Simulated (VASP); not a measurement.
Set up this calculation in VASP 6.6.1, as the native input.

| Quantity | Value |
| --- | --- |
| Task | single point |
| Functional | PBE |
| Potentials or basis | VASP PAW PBE potentials, release 64 (In_d, P) |
| Cutoff | 520 eV |
| k mesh | 10 × 10 × 10 |
| Occupations | gaussian, width 0.05 eV |
| Spin | no spin polarisation |
| Dipole correction | no |
| Further INCAR settings | ALGO = Normal; EDIFF = 1e-07; NBANDS = 16 |

The structure of InP lies in POSCAR:

```
InP
1.0
    0.0000000000      3.0694352298      2.9800342037
    3.0694352298      0.0000000000      2.9800342037
    3.0694352298      3.0694352298      0.0000000000
In P
1 1
Direct
    0.0000000000      0.0000000000      0.0000000000
    0.7500000000      0.7500000000      0.7500000000
```

This cell differs from its parent crystal: strain +0.030 along x and y, +0.000 along z.

One way to write it, as run:

INCAR

```
PREC = Accurate
ENCUT = 520
EDIFF = 1E-7
ISMEAR = 0
SIGMA = 0.05
LREAL = F
LASPH = T
NELM = 80
ALGO = Normal
ISIF = 2
LWAVE = F
LCHARG = T
GGA = PE
LELF = T
LVHAR = T
NBANDS = 16
```

KPOINTS

```
regular mesh
0
Gamma
  10 10 10
```

Potentials or basis: VASP PAW PBE potentials, release 64 (In_d, P).

Run with:

```sh
$ cat potpaw_PBE.64/In_d/POTCAR potpaw_PBE.64/P/POTCAR > POTCAR
$ mpirun -np 1 vasp_std > vasp.out
```

Results of the run:

* Pressure: -3.1 GPa
* Band gap on the k mesh: 0.03 eV, direct

Caveat: the cell differs from its parent crystal (strain +0.030 along x and y, +0.000 along z); spin-orbit coupling is left out, which moves the levels of the heavy elements.

Wall time 42 s on 1 thread of Intel(R) Xeon(R) 6975P-C (Granite Rapids) (shared host), peak memory 0.23 GiB.
